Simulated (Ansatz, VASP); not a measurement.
# AlN: VASP beside Ansatz

```
Al N
1.0
     3.12967    0.00000    0.00000
    -1.56483    2.71037    0.00000
     0.00000    0.00000    4.98100
Al N
2 2
Direct
  0.33333 0.66667 0.99965
  0.66667 0.33333 0.49965
  0.33333 0.66667 0.38235
  0.66667 0.33333 0.88235
```

Alike in both runs: functional r2SCAN; k mesh 8 × 8 × 5; occupations gaussian, width 0.05 eV; no spin polarisation.

Ansatz relaxed the structure, and its values are those at the end. VASP's run is a single point on that final structure, the one shown.

|  | VASP | Ansatz |
| --- | --- | --- |
| version | VASP 6.6.1 | Ansatz 0.2.0 |
| potentials or method | VASP PAW PBE potentials, release 64 (Al, N) | scalar-relativistic, plane waves, PAW |
| plane-wave cutoff (eV) | 520 | 500 |
| valence electrons in the cell | 16 | 16 |

|  | VASP | Ansatz | Ansatz less VASP |
| --- | --- | --- | --- |
| pressure (GPa) | -3.6 | -3.2 | +0.40 |

VASP's potentials were made for PBE, not for r2SCAN. Ansatz's warnings: stress scf threshold loose.
